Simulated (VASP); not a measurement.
The system is W.

```
CELL_PARAMETERS angstrom
0.00000 2.03000 2.03000
2.03000 0.00000 2.03000
2.03000 2.03000 0.00000
ATOMIC_POSITIONS crystal
W 0.00000 0.00000 0.00000
```

Base run:

| Quantity | Value |
| --- | --- |
| Program | VASP 6.6.1 |
| Functional | LDA |
| Potentials or basis | VASP PAW LDA potentials, release 64 (W_sv) |
| Cutoff | 520 eV |
| k mesh | 12 × 12 × 12 |
| Occupations | fermi-dirac, width 0.08 eV |
| Spin | collinear spin, ferromagnetic start |
| Starting moments | [1.0] μB |

Its results: pressure -16.8 GPa.

**Question.** The run is repeated on the same cell with these changes: moments at the start from [1.0] to [0.8]; fixed moment from none to 0.8 μB. What comes out?

**Answer.** Pressure -13.6 GPa; site moments W +0.63 μB.

Caveats: the total moment is fixed, so each spin has its own Fermi level (some runs).
